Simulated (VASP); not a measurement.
# K3Ba (Fm-3m) in VASP: further runs

K3Ba is run at these levels: LDA; tasks: single point.

All numbers are computed with VASP 6.6.1; they aren't measurements. Logs are shortened: lines on timing, memory, paths and dates and some standing lists are left out, and cuts for length are marked.

## Step 1: The cell of the first run

Symmetry: Fm-3m, No. 225, cubic system. The conventional cell has a = 10.487 Å, b = 10.487 Å, c = 10.487 Å, α = 90.00°, β = 90.00°, γ = 90.00°.

## Step 2: Single point, LDA

Contents of INCAR:

```
SYSTEM = K3Ba
PREC = Accurate ; ENCUT = 520
EDIFF = 1E-7 ; ISMEAR = 1
SIGMA = 0.1 ; LREAL = .FALSE.
LASPH = .TRUE. ; NELM = 60
ALGO = Normal ; ISIF = 2
LWAVE = .FALSE. ; LCHARG = .FALSE.
NBANDS = 26
```

Contents of KPOINTS:

```
regular mesh
0
G
  2 2 2
  0 0 0
```

Contents of POSCAR:

```
K3Ba
1.0
    0.0000000000      5.2436290000      5.2436290000
    5.2436290000      0.0000000000      5.2436290000
    5.2436290000      5.2436290000      0.0000000000
K Ba
3 1
Direct
    0.2500000000      0.2500000000      0.2500000000
    0.7500000000      0.7500000000      0.7500000000
    0.5000000000      0.5000000000      0.5000000000
    0.0000000000      0.0000000000      0.0000000000
```

Potentials or basis: VASP PAW LDA potentials, release 64 (K_sv, Ba_sv).

Started as:

```
$ cat potpaw_LDA.64/K_sv/POTCAR potpaw_LDA.64/Ba_sv/POTCAR > POTCAR
$ mpirun -np 1 vasp_std > vasp.out
```

OUTCAR:

```text
SYSTEM = K3Ba
   PREC = Accurate
   ENCUT = 520
   EDIFF = 1E-7
   ISMEAR = 1
   LREAL = .FALSE.
   LASPH = .TRUE.
   NELM = 60
   ISIF = 2

 ion  position               nearest neighbor table
   1  0.250  0.250  0.250-
   2  0.750  0.750  0.750-
   3  0.500  0.500  0.500-
   4  0.000  0.000  0.000-

  LATTYP: Found a face centered cubic cell.
 ALAT       =    10.4872580000

  Lattice vectors:

 A1 = (   0.0000000000,   5.2436290000,   5.2436290000)
 A2 = (   5.2436290000,   0.0000000000,   5.2436290000)
 A3 = (   5.2436290000,   5.2436290000,   0.0000000000)

Analysis of symmetry for initial positions (statically):
=====================================================================
 Subroutine PRICEL returns:
 Original cell was already a primitive cell.

 Routine SETGRP: Setting up the symmetry group for a
 face centered cubic supercell.

 Subroutine GETGRP returns: Found 48 space group operations
[... 9 lines left out ...]

 Routine SETGRP: Setting up the symmetry group for a
 face centered cubic supercell.

 Subroutine GETGRP returns: Found 48 space group operations
[... 11 lines left out ...]
                                     Primitive cell

  volume of cell :     288.3539

  direct lattice vectors                    reciprocal lattice vectors
     0.000000000  5.243629000  5.243629000    -0.095353809  0.095353809  0.095353809
     5.243629000  0.000000000  5.243629000     0.095353809 -0.095353809  0.095353809
     5.243629000  5.243629000  0.000000000     0.095353809  0.095353809 -0.095353809

  length of vectors
     7.415611248  7.415611248  7.415611248     0.165157642  0.165157642  0.165157642

  position of ions in fractional coordinates (direct lattice)
     0.250000000  0.250000000  0.250000000
     0.750000000  0.750000000  0.750000000
     0.500000000  0.500000000  0.500000000
     0.000000000  0.000000000  0.000000000

  ion indices of the primitive-cell ions
   primitive index   ion index
                 1           1
                 2           2
                 3           3
                 4           4

----------------------------------------------------------------------------------------

 KPOINTS: regular mesh

Automatic generation of k-mesh.
 Grid dimensions read from file:
 generate k-points for:    2    2    2

 Generating k-lattice:

  Cartesian coordinates                     Fractional coordinates (reciprocal lattice)
    -0.047676905  0.047676905  0.047676905     0.500000000  0.000000000  0.000000000
     0.047676905 -0.047676905  0.047676905     0.000000000  0.500000000  0.000000000
     0.047676905  0.047676905 -0.047676905     0.000000000  0.000000000  0.500000000

  Length of vectors
     0.082578821  0.082578821  0.082578821

  Shift w.r.t. Gamma in fractional coordinates (k-lattice)
     0.000000000  0.000000000  0.000000000

 Subroutine IBZKPT returns following result:
 ===========================================

 Found      3 irreducible k-points:

 Following reciprocal coordinates:
            Coordinates               Weight
  0.000000  0.000000  0.000000      1.000000
  0.500000  0.000000  0.000000      4.000000
  0.500000  0.500000  0.000000      3.000000
   k-points           NKPTS =      3   k-points in BZ     NKDIM =      3   number of bands    NBANDS=     26
   number of dos      NEDOS =    301   number of ions     NIONS =      4
   total plane-waves  NPLWV = 175616
   dimension x,y,z NGX =    56 NGY =   56 NGZ =   56
   dimension x,y,z NGXF=   112 NGYF=  112 NGZF=  112
   ions per type =               3   1
   NGX,Y,Z   is equivalent  to a cutoff of  12.55, 12.55, 12.55 a.u.
   NGXF,Y,Z  is equivalent  to a cutoff of  25.11, 25.11, 25.11 a.u.
 SYSTEM =  K3Ba
   PREC   = accura    normal or accurate (medium, high low for compatibility)
   ISTART =      0    job   : 0-new  1-cont  2-samecut
   ICHARG =      2    charge: 1-file 2-atom 10-const
   ISPIN  =      1    spin polarized calculation?
   LNONCOLLINEAR =      F non collinear calculations
   LSORBIT =      F    spin-orbit coupling
   LASPH  =      T    aspherical Exc in radial PAW
   ENCUT  =  520.0 eV  38.22 Ry    6.18 a.u.  13.79 13.79 13.79*2*pi/ulx,y,z
   NELM   =     60;   NELMIN=  2; NELMDL= -5     # of ELM steps
   EDIFF  = 0.1E-06   stopping-criterion for ELM
   LREAL  =      F    real-space projection
   EDIFFG = 0.1E-05   stopping-criterion for IOM
   NSW    =      0    number of steps for IOM
   IBRION =     -1    ionic relax: 0-MD 1-quasi-New 2-CG
   NFREE  =      0    steps in history (QN), initial steepest desc. (CG)
   ISIF   =      2    stress and relaxation
   ISYM   =      2    0-nonsym 1-usesym 2-fastsym
   POTIM  = 0.5000    time-step for ionic-motion
   TEBEG  =    0.0;   TEEND  =   0.0 temperature during run
   PSTRESS=    0.0 pullay stress
   NELECT =      37.0000    total number of electrons
   NUPDOWN=      -1.0000    fix difference up-down
   EMIN   =  10.00;   EMAX   =-10.00  energy-range for DOS
   EFERMI =   0.00;   METHOD = LEGACY
   ISMEAR =     1;   SIGMA  =   0.10  broadening in eV -4-tet -1-fermi 0-gaus
   EFERMI_NEDOS =   21; number of points for ismear=-14 and -15
   IALGO  =     38    algorithm
   IMIX   =      4    mixing-type and parameters
     AMIX     =   0.40;   BMIX     =  1.00
     AMIX_MAG =   1.60;   BMIX_MAG =  1.00
  volume/ion in A,a.u.               =      72.09       486.48
  Fermi-wavevector in a.u.,A,eV,Ry     =   0.825721  1.560387  9.276664  0.681816
  Thomas-Fermi vector in A             =   1.937629
   LORBIT       =      0    0 simple, 1 ext, 2 COOP (PROOUT), +10 PAW based schemes
   GGA     = CA    functional components
   LHFCALC =     F    Hartree Fock is set to
   AEXX    =    0.0000 exact exchange contribution
   IVDW    =     0    specifies the selected vdW correction
   LEPSILON=     F    determine dielectric tensor
   LRPA    =     F    only Hartree local field effects (RPA)
 non-spin polarized calculation
 Methfessel and Paxton  Order N= 1 SIGMA  =   0.10
  energy-cutoff  :      520.00
  volume of cell :      288.35
 maximum number of plane-waves:      7799
 NGX is ok and might be reduce to    56
   NGX = 27   NGY = 27   NGZ = 27

 number of electron      37.0000002 magnetization

 Free energy of the ion-electron system (eV)
  ---------------------------------------------------
  ext. energy  EPLUGINS =         0.00000000
  ---------------------------------------------------
  free energy    TOTEN  =        -5.39935651 eV

  energy without entropy =       -5.39099315  energy(sigma->0) =       -5.39656872

 E-fermi :   0.0561     XC(G=0):  -6.2667

 val. band max:        0.0367509425   @ k =   0.5000   0.5000   0.0000
 cond. band min:       0.4688009537   @ k =   0.5000   0.0000   0.0000
 fundamental gap:      0.4320500112
 Fermi energy:         0.0561265382

 k-point     1 :       0.0000    0.0000    0.0000
  band No.  band energies     occupation
      1     -31.5239      2.00000
      2     -31.4137      2.00000
      3     -31.4130      2.00000
      4     -29.8090      2.00000
      5     -15.2430      2.00000
      6     -15.2430      2.00000
[... 18 lines left out ...]
     25       1.5934     -0.00000
     26       3.0400      0.00000

 k-point     2 :       0.5000    0.0000    0.0000
  band No.  band energies     occupation
      1     -31.5239      2.00000
      2     -31.4134      2.00000
      3     -31.4134      2.00000
      4     -29.8090      2.00000
      5     -15.2447      2.00000
      6     -15.2447      2.00000
[... 18 lines left out ...]
     25       1.3563     -0.00000
     26       1.8811     -0.00000

 k-point     3 :       0.5000    0.5000    0.0000
  band No.  band energies     occupation
      1     -31.5238      2.00000
      2     -31.4135      2.00000
      3     -31.4133      2.00000
      4     -29.8090      2.00000
      5     -15.2488      2.00000
      6     -15.2488      2.00000
[... 18 lines left out ...]
     25       1.2001     -0.00000
     26       2.7232      0.00000

------------------------ aborting loop because EDIFF is reached ----------------------------------------

  FORCE on cell =-STRESS in cart. coord.  units (eV):
  Direction    XX          YY          ZZ          XY          YZ          ZX
  --------------------------------------------------------------------------------------
  -------------------------------------------------------------------------------------
  Total       -1.4145508     -1.4145508     -1.4145508     -0.0000000     -0.0000000      0.0000000
  in kB       -7.8596512     -7.8596512     -7.8596512     -0.0000000     -0.0000000      0.0000000
  external PRESSURE =      -7.8596512 kB  Pullay stress =       0.0000000 kB

 VOLUME and BASIS-vectors are now :
 -----------------------------------------------------------------------------
  energy-cutoff  :      520.00
  volume of cell :      288.35
      direct lattice vectors                 reciprocal lattice vectors
     0.000000000  5.243629000  5.243629000    -0.095353809  0.095353809  0.095353809
     5.243629000  0.000000000  5.243629000     0.095353809 -0.095353809  0.095353809
     5.243629000  5.243629000  0.000000000     0.095353809  0.095353809 -0.095353809

 POSITION                                       TOTAL-FORCE (eV/Angst)
 -----------------------------------------------------------------------------------
      2.62181      2.62181      2.62181         0.000000      0.000000      0.000000
      7.86544      7.86544      7.86544        -0.000000      0.000000     -0.000000
      5.24363      5.24363      5.24363         0.000000     -0.000000     -0.000000
      0.00000      0.00000      0.00000         0.000000     -0.000000     -0.000000
 -----------------------------------------------------------------------------------
    total drift:                                0.000000      0.000000      0.000000

  FREE ENERGIE OF THE ION-ELECTRON SYSTEM (eV)
  ---------------------------------------------------
  free  energy   TOTEN  =        -5.3993565075 eV

  energy  without entropy=       -5.3909931467  energy(sigma->0) =       -5.39656872
```

It took 48 s on 1 thread of AMD EPYC 7R43 (Zen 3), shared host; peak memory 0.27 GiB.

What came out:

```
Free energy : -5.3994 eV
Pressure    : -0.8 GPa
```

Levels at points of the mesh, in eV from the Fermi level:
```
           k point  band 16  band 17  band 18  band 19  band 20  band 21
(0.00, 0.00, 0.00)   -15.00    -2.36     0.48     0.48     0.48     0.62
(0.50, 0.00, 0.00)   -14.99    -1.34    -1.00     0.41     0.41     0.70
(0.50, 0.50, 0.00)   -14.99    -0.98    -0.66    -0.21    -0.02     0.77
```

Caveat: the k points lie up to 0.52 Å⁻¹ apart; spin-orbit coupling is left out, which moves the levels of the heavy elements.

## Step 3: Single point, LDA

Contents of INCAR:

```
  PREC = Accurate
  ENCUT = 520
  EDIFF = 1E-7
  ISMEAR = 1
  SIGMA = 0.1
  LREAL = F
  LASPH = T
  NELM = 100
  ALGO = Normal
  ISIF = 2
  LWAVE = F
  LCHARG = F
  GGA = CA
  NBANDS = 26
```

Contents of KPOINTS:

```
Automatic mesh
0
Gamma
  3 3 3
```

POSCAR is that of step 2.

Potentials or basis: VASP PAW LDA potentials, release 64 (K_sv, Ba_sv).

Started as:

```
$ cat potpaw_LDA.64/K_sv/POTCAR potpaw_LDA.64/Ba_sv/POTCAR > POTCAR
$ mpirun -np 1 vasp_std > vasp.out
```

Wall time 56 s (1 thread of AMD EPYC 7R43 (Zen 3), shared host); peak memory 0.28 GiB.

The run converged. Its results:

```
Free energy : -5.1930 eV
Pressure    : -0.7 GPa
```

Levels at points of the mesh, in eV from the Fermi level:
```
           k point  band 14  band 15  band 16  band 17  band 18  band 19  band 20  band 21  band 22  band 23
(0.00, 0.00, 0.00)   -15.03   -15.03   -15.03    -2.34     0.48     0.48     0.48     0.62     0.62     1.56
```

Caveat: spin-orbit coupling is left out, which moves the levels of the heavy elements.

## Step 4: Single point, LDA

Contents of INCAR:

```
  PREC = Accurate
  ENCUT = 520
  EDIFF = 1E-6
  ISMEAR = 1
  SIGMA = 0.1
  LREAL = False
  LASPH = True
  NELM = 80
  ALGO = Normal
  ISIF = 2
  LWAVE = False
  LCHARG = False
  NBANDS = 26
```

Contents of KPOINTS:

```
regular mesh
0
Gamma
  4 4 4
```

POSCAR is that of step 3.

Started as:

```
$ cat potpaw_LDA.64/K_sv/POTCAR potpaw_LDA.64/Ba_sv/POTCAR > POTCAR
$ mpirun -np 1 vasp_std > vasp.out
```

Wall time 88 s (1 thread of AMD EPYC 7R43 (Zen 3), shared host); peak memory 0.3 GiB.

Results (log left out):

```
Free energy : -5.1107 eV
Pressure    : -0.6 GPa
```

Levels at points of the mesh, in eV from the Fermi level:
```csv
k point,band 14,band 15,band 16,band 17,band 18,band 19,band 20,band 21,band 22,band 23
"(0.00, 0.00, 0.00)",-15.01,-15.01,-15.01,-2.31,0.50,0.50,0.50,0.64,0.64,1.58
"(0.50, 0.00, 0.00)",-15.01,-15.00,-15.00,-1.31,-0.95,0.44,0.44,0.72,1.08,1.08
"(0.50, 0.50, 0.00)",-15.02,-15.00,-15.00,-0.94,-0.62,-0.18,0.02,0.81,0.81,1.12
```

Caveat: spin-orbit coupling is left out, which moves the levels of the heavy elements.

(Part 1 of 2 ends here.)
